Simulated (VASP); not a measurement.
# GaP (F-43m) in VASP: a series of runs, part 2 of 2

VASP 6.6.1. Earlier steps stand in the parts before.

### 3 Single point, HSE06 (volume scaled by 0.97)

POSCAR

```
GaP
1.0
    0.0000000000      2.7051283840      2.7051283840
    2.7051283840      0.0000000000      2.7051283840
    2.7051283840      2.7051283840      0.0000000000
Ga P
1 1
Direct
    0.0000000000      0.0000000000      0.0000000000
    0.2500000000      0.2500000000      0.2500000000
```

INCAR.step1

```
SYSTEM = GaP
ALGO = Normal ; EDIFF = 1E-5
ENCUT = 520 ; GGA = PE
ISIF = 2 ; ISMEAR = 0
LASPH = .True. ; LCHARG = .False.
LREAL = .False. ; LWAVE = .True.
NBANDS = 16 ; NELM = 100
PREC = Accurate ; SIGMA = 0.02
```

INCAR.step2

```
SYSTEM = GaP
ALGO = Normal ; EDIFF = 1E-6
ENCUT = 520 ; GGA = PE
HFSCREEN = 0.2079 ; ISIF = 2
ISMEAR = 0 ; ISTART = 1
LASPH = .True. ; LCHARG = .False.
LHFCALC = .True. ; LREAL = .False.
LWAVE = .False. ; NBANDS = 16
NELM = 100 ; PREC = Accurate
PRECFOCK = Normal ; SIGMA = 0.02
```

KPOINTS

```
k-points
0
Gamma
  6 6 6
  0 0 0
```

Potentials or basis: VASP PAW PBE potentials, release 64 (Ga_d, P).

The run is started by

```
$ cat potpaw_PBE.64/Ga_d/POTCAR potpaw_PBE.64/P/POTCAR > POTCAR
$ cp INCAR.step1 INCAR
$ mpirun -np 1 vasp_std > vasp.out
$ cp INCAR.step2 INCAR
$ mpirun -np 1 vasp_std > vasp.out
```

OUTCAR:

```text
SYSTEM = GaP
   EDIFF = 1E-6
   ENCUT = 520
   GGA = PE
   HFSCREEN = 0.2079
   ISIF = 2
   ISMEAR = 0
   ISTART = 1
   LASPH = .True.
   LHFCALC = .True.
   LREAL = .False.
   NELM = 100
   PREC = Accurate
   PRECFOCK = Normal

 ion  position               nearest neighbor table
   1  0.000  0.000  0.000-   2 2.34   2 2.34   2 2.34   2 2.34
   2  0.250  0.250  0.250-   1 2.34   1 2.34   1 2.34   1 2.34

  LATTYP: Found a face centered cubic cell.
 ALAT       =     5.4102567680

[... 489 lines left out ...]

------------------------ aborting loop because EDIFF is reached ----------------------------------------

  FORCE on cell =-STRESS in cart. coord.  units (eV):
  Direction    XX          YY          ZZ          XY          YZ          ZX
  --------------------------------------------------------------------------------------
  -------------------------------------------------------------------------------------
  Total        0.6581065      0.6581065      0.6581065      0.0000000      0.0000000      0.0000000
  in kB       26.6325730     26.6325730     26.6325730      0.0000000      0.0000000      0.0000000
  external PRESSURE =      26.6325730 kB  Pullay stress =       0.0000000 kB

 VOLUME and BASIS-vectors are now :
 -----------------------------------------------------------------------------
  energy-cutoff  :      520.00
  volume of cell :       39.59
      direct lattice vectors                 reciprocal lattice vectors
     0.000000000  2.705128384  2.705128384    -0.184834111  0.184834111  0.184834111
     2.705128384  0.000000000  2.705128384     0.184834111 -0.184834111  0.184834111
     2.705128384  2.705128384  0.000000000     0.184834111  0.184834111 -0.184834111

 POSITION                                       TOTAL-FORCE (eV/Angst)
 -----------------------------------------------------------------------------------
      0.00000      0.00000      0.00000         0.000000     -0.000000     -0.000000
      1.35256      1.35256      1.35256        -0.000000      0.000000      0.000000
 -----------------------------------------------------------------------------------
    total drift:                               -0.000039     -0.000039     -0.000029

  FREE ENERGIE OF THE ION-ELECTRON SYSTEM (eV)
  ---------------------------------------------------
  free  energy   TOTEN  =       -10.7712637794 eV

  energy  without entropy=      -10.7712637794  energy(sigma->0) =      -10.77126378
```

OUTCAR.step1:

```text
SYSTEM = GaP
   EDIFF = 1E-5
   ENCUT = 520
   GGA = PE
   ISIF = 2
   ISMEAR = 0
[... 515 lines left out ...]
      0.00000      0.00000      0.00000        -0.000000     -0.000000     -0.000000
      1.35256      1.35256      1.35256         0.000000      0.000000      0.000000
 -----------------------------------------------------------------------------------
    total drift:                                0.000002      0.000002      0.000002

  FREE ENERGIE OF THE ION-ELECTRON SYSTEM (eV)
  ---------------------------------------------------
  free  energy   TOTEN  =        -9.0828642812 eV

  energy  without entropy=       -9.0828642812  energy(sigma->0) =       -9.08286428
```

OSZICAR.step1:

```text
N       E                     dE             d eps       ncg     rms          rms(c)
DAV:   1     0.878018216965E+02    0.87802E+02   -0.89804E+03   520   0.160E+03
DAV:   2    -0.240673150547E+01   -0.90209E+02   -0.85210E+02   584   0.329E+02
DAV:   3    -0.924860412971E+01   -0.68419E+01   -0.68206E+01   656   0.687E+01
DAV:   4    -0.936039748312E+01   -0.11179E+00   -0.11177E+00   616   0.949E+00
DAV:   5    -0.936280380572E+01   -0.24063E-02   -0.24062E-02   672   0.123E+00    0.436E+00
DAV:   6    -0.911158988720E+01    0.25121E+00   -0.37909E-01   784   0.108E+01    0.290E+00
DAV:   7    -0.908198625099E+01    0.29604E-01   -0.10115E-01   656   0.218E+00    0.114E+00
DAV:   8    -0.908232295129E+01   -0.33670E-03   -0.14065E-02   616   0.144E+00    0.216E-01
DAV:   9    -0.908272553726E+01   -0.40259E-03   -0.13442E-03   616   0.500E-01    0.775E-02
DAV:  10    -0.908279467365E+01   -0.69136E-04   -0.11465E-04   792   0.125E-01    0.369E-02
DAV:  11    -0.908286464395E+01   -0.69970E-04   -0.93995E-05   576   0.805E-02    0.527E-03
DAV:  12    -0.908286428125E+01    0.36270E-06   -0.23896E-06   432   0.212E-02
   1 F= -.90828643E+01 E0= -.90828643E+01  d E =-.181924E-26
```

Wall time 48 min (1 thread of AMD EPYC 7R43 (Zen 3), shared host); peak memory 0.24 GiB.

What came out:

```yaml
Free_energy: -10.7713 eV
Pressure: 2.7 GPa
Band_gap_on_the_k_mesh: 2.25 eV, indirect (least direct gap 3.00 eV)
```

Caveat: the PAW data sets were made with another functional, which shifts forces and pressure a little.

### 4 Single point, HSE06

POSCAR

```
GaP
1.0
    0.0000000000      2.7252500000      2.7252500000
    2.7252500000      0.0000000000      2.7252500000
    2.7252500000      2.7252500000      0.0000000000
Ga P
1 1
Direct
    0.0000000000      0.0000000000      0.0000000000
    0.2500000000      0.2500000000      0.2500000000
```

INCAR.step1

```
PREC     = Accurate       # precision mode
ENCUT    = 520            # plane-wave cutoff, eV
EDIFF    = 1E-5           # SCF threshold, eV
ISMEAR   = 0              # smearing method
SIGMA    = 0.1            # smearing width, eV
LREAL    = False          # projectors in reciprocal space
LASPH    = True           # aspherical terms in the spheres
NELM     = 100            # most SCF steps
ALGO     = Normal         # electronic algorithm
ISIF     = 2              # what is computed and relaxed
LWAVE    = True           # write WAVECAR
LCHARG   = False          # write CHGCAR
NBANDS   = 16             # bands
GGA      = PE             # functional
```

INCAR.step2

```
PREC     = Accurate       # precision mode
ENCUT    = 520            # plane-wave cutoff, eV
EDIFF    = 1E-6           # SCF threshold, eV
ISMEAR   = 0              # smearing method
SIGMA    = 0.1            # smearing width, eV
LREAL    = False          # projectors in reciprocal space
LASPH    = True           # aspherical terms in the spheres
NELM     = 100            # most SCF steps
ALGO     = Normal         # electronic algorithm
ISIF     = 2              # what is computed and relaxed
LWAVE    = False          # write WAVECAR
LCHARG   = False          # write CHGCAR
GGA      = PE             # functional
LHFCALC  = True           # exact exchange
HFSCREEN = 0.2079         # screening, 1/A
PRECFOCK = Normal       
NBANDS   = 16             # bands
ISTART   = 1
```

KPOINTS

```
regular mesh
0
Gamma
  6 6 6
```

The run is started by

```
$ cat potpaw_PBE.64/Ga_d/POTCAR potpaw_PBE.64/P/POTCAR > POTCAR
$ cp INCAR.step1 INCAR
$ mpirun -np 1 vasp_std > vasp.out
$ cp INCAR.step2 INCAR
$ mpirun -np 1 vasp_std > vasp.out
```

Wall time 48 min (1 thread of AMD EPYC 7R43 (Zen 3), shared host); peak memory 0.25 GiB.

The run converged. Its results:

```yaml
Free_energy: -10.7800 eV
Pressure: 0.6 GPa
Band_gap_on_the_k_mesh: 2.29 eV, indirect (least direct gap 2.80 eV)
```

Levels at points of the mesh, in eV from the valence-band top:
| k point | band 7 | band 8 | band 9 | band 10 | band 11 | band 12 |
| --- | --- | --- | --- | --- | --- | --- |
| (0.00, 0.00, 0.00) | 0.00 | 0.00 | 0.00 | 2.80 | 4.77 | 4.77 |
| (0.50, 0.00, 0.00) | -7.23 | -1.21 | -1.21 | 2.51 | 5.62 | 5.62 |
| (0.50, 0.50, 0.00) | -7.33 | -2.92 | -2.92 | 2.29 | 2.56 | 12.06 |

Caveat: the PAW data sets were made with another functional, which shifts forces and pressure a little.

### 5 The runs side by side

```tsv
task	cell	cutoff (eV)	smearing	gap on the mesh (eV)	pressure (GPa)
relaxation of cell and atoms	relaxed from a = 3.854 Å, angles 60.0°, 2 atoms	600	gaussian 0.02 eV	2.31	0.0
single point	a = 3.826 Å, angles 60.0°, 2 atoms	520	gaussian 0.02 eV	2.25	2.7
single point	a = 3.854 Å, angles 60.0°, 2 atoms	520	gaussian 0.1 eV	2.29	0.6
```

Alike in all rows: level HSE06; potentials or basis VASP PAW PBE potentials, release 64 (Ga_d, P); no spin polarisation; k mesh 6 × 6 × 6.

Caveats: the PAW data sets were made with another functional, which shifts forces and pressure a little.

Total energies depend on the potentials used, so only differences within one code and one set of settings carry meaning.

### 6 How close it comes

Step 4. Measured gap of GaP: 2.34 eV (indirect; 10 K; quoted in “Stacking defects in GaP nanowires: Electronic structure and optical properties”, 2018, arxiv:1810.01194). This calculation gives 2.29 eV (-0.05 eV). Spin-orbit coupling on Ga is left out. The value is that of HSE06 on a finite k mesh, which can miss the band edges, without temperature or zero-point motion.
